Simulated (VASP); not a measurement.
A run of VASP 6.6.1 is set up as follows.

Contents of INCAR:

```
SYSTEM = Si2Mo
PREC = Accurate ; ENCUT = 520
EDIFF = 1E-7 ; ISMEAR = 0
SIGMA = 0.1 ; LREAL = .False.
LASPH = .True. ; NELM = 80
ALGO = Normal ; ISIF = 2
LWAVE = .False. ; LCHARG = .False.
GGA = PE ; NBANDS = 31
```

The input KPOINTS:

```
regular mesh
0
Gamma
  12 12 6
  0 0 0
```

POSCAR

```
Si2Mo
1.0
    3.1203419446      0.0000000000      0.0000000000
    0.0000000000      3.2433228780      0.0000000000
    0.0000000000      0.0000000000      7.9067092241
Si Mo
4 2
Direct
    0.0000000000      0.0000000000      0.3349358304
    0.5000000000      0.5000000000      0.1650641696
    0.5000000000      0.5000000000      0.8349358304
    0.0000000000      0.0000000000      0.6650641696
    0.0000000000      0.0000000000      0.0000000000
    0.5000000000      0.5000000000      0.5000000000
```

Potentials or basis: VASP PAW PBE potentials, release 64 (Si, Mo_sv).

Command:

```console
$ cat potpaw_PBE.64/Si/POTCAR potpaw_PBE.64/Mo_sv/POTCAR > POTCAR
$ mpirun -np 1 vasp_std > vasp.out
```

Problem. Estimate the band gap on the k mesh.

Solution. Zero (band 22 reaches 12.91 eV, above the bottom of band 23 at 12.11 eV).

Problem. Estimate the pressure.

Solution. 3.9 GPa.

Stress tensor (GPa, compression positive):
```
11.24  0.00  0.00
 0.00  0.18  0.00
 0.00  0.00  0.15
```

Caveat: the cell differs from its parent crystal (uniaxial strain along a: -3.0 %, then relaxed in part).
